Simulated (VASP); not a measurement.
**TiO2 (Rutile): single point with PBE**

**Experimental background.**

From “Shallow Valence Band of Rutile GeO2 and P-type Doping”, 2020, arxiv:2011.08928, for a bulk crystal of TiO2 at 1.6 K: band gap 3.03 eV (direct).

TiO2 (Rutile):

```
Ti O
1.0
     4.63266    0.00000    0.00000
     0.00000    4.63266    0.00000
     0.00000    0.00000    2.98346
Ti O
2 4
Direct
  0.00000 0.00000 0.00000
  0.50000 0.50000 0.50000
  0.30496 0.30496 0.00000
  0.19504 0.80496 0.50000
  0.69504 0.69504 0.00000
  0.80496 0.19504 0.50000
```

- Program: VASP 6.6.1
- Task: single point
- Functional: PBE
- Potentials or basis: VASP PAW PBE potentials, release 64 (Ti_sv, O)
- Cutoff: 520 eV
- k mesh: 4 × 4 × 6
- Occupations: gaussian, width 0.01 eV
- Spin: no spin polarisation
- Dipole correction: no
- Further INCAR settings: ALGO = Normal; EDIFF = 1e-07; NBANDS = 33

```json
{
  "Pressure": "-0.2 GPa",
  "Largest force": "0.003 eV/Å",
  "Band gap on the k mesh": "1.81 eV, direct"
}
```

Forces in eV/Å, atoms in the order of the input:
```
Ti   0.000  0.000  0.000
Ti   0.000  0.000  0.000
O    0.002  0.002  0.000
O   -0.002  0.002  0.000
O   -0.002 -0.002  0.000
O    0.002 -0.002  0.000
```

Stress tensor (GPa, compression positive):
```
 0.47  0.00  0.00
 0.00  0.47  0.00
 0.00  0.00 -1.58
```

Levels at points of the mesh, in eV from the valence-band top:
| k point | band 21 | band 22 | band 23 | band 24 | band 25 | band 26 | band 27 | band 28 |
| --- | --- | --- | --- | --- | --- | --- | --- | --- |
| (0.00, 0.00, 0.00) | -0.71 | -0.44 | -0.44 | 0.00 | 1.81 | 2.10 | 2.32 | 2.40 |
| (0.50, 0.00, 0.00) | -1.62 | -1.62 | -0.72 | -0.72 | 2.45 | 2.45 | 2.90 | 2.90 |
| (0.50, 0.50, 0.00) | -1.30 | -1.30 | -1.05 | -1.05 | 1.84 | 1.84 | 2.42 | 2.42 |
| (0.00, 0.00, 0.50) | -2.27 | -2.27 | -1.41 | -1.41 | 2.86 | 2.86 | 3.04 | 3.04 |
| (0.50, 0.00, 0.50) | -1.99 | -1.99 | -1.00 | -1.00 | 1.85 | 1.85 | 3.06 | 3.06 |
| (0.50, 0.50, 0.50) | -1.24 | -1.24 | -0.67 | -0.67 | 2.50 | 2.50 | 3.08 | 3.08 |

Wall time 40 s on 1 thread of Intel(R) Xeon(R) 6975P-C (Granite Rapids) (shared host), peak memory 0.19 GiB.

Against the measured gap of TiO2, 3.03 eV (direct; 1.6 K; quoted in “Shallow Valence Band of Rutile GeO2 and P-type Doping”, 2020, arxiv:2011.08928), the calculated 1.81 eV is off by -1.22 eV. 2 values of this kind are on record in papers (3.03 to 3.05 eV); this one was drawn at random among those near their median. The value is that of PBE on a finite k mesh, which can miss the band edges, without temperature or zero-point motion. Semilocal functionals fall short of measured gaps as a rule.
